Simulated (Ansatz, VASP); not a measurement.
## SiAs4 in VASP and in Ansatz

```xyz
5
Lattice="3.5030 0.0000 0.0000 -1.7515 3.0337 0.0000 0.0000 0.0000 10.3331" Properties=species:S:1:pos:R:3 pbc="T T T"
Si    0.0000    0.0000    0.0000
As    0.0000    2.0225    8.7885
As    0.0000    2.0225    4.4510
As    1.7515    1.0112    1.5445
As    1.7515    1.0112    5.8821
```

Change from the starting cell: species swapped into the Co4H type (P-3m1, No. 164).

Alike in both runs: functional PBE; k mesh 12 × 12 × 4; occupations gaussian, width 0.1 eV; no spin polarisation.

Ansatz relaxed the structure, and its values are those at the end. VASP's run is a single point on that final structure, the one shown.

```csv
,VASP,Ansatz
version,VASP 6.6.1,Ansatz 0.2.0
potentials or method,"VASP PAW PBE potentials, release 64 (Si, As), cutoff 520 eV","scalar-relativistic, plane waves, PAW"
valence electrons in the cell,24,64
```

Ansatz gave:

| Property | Result |
| --- | --- |
| gap on the k mesh at the Fermi level (eV) | none |
| pressure (GPa) | 0.0 |
| rms of the force components (eV/Å) | 0.000 |

Q: Estimate VASP's values.

A: gap on the k mesh at the Fermi level (eV): none; pressure (GPa): 0.2; rms of the force components (eV/Å): 0.034.

A gap of «none» marks a metal or a gap that the smearing closes. The functional is the same, so the differences come from potentials, cutoffs and numerics. VASP's potentials hold 24 valence electrons a cell and Ansatz's 64, so a difference there can come from the potentials and not from the codes.
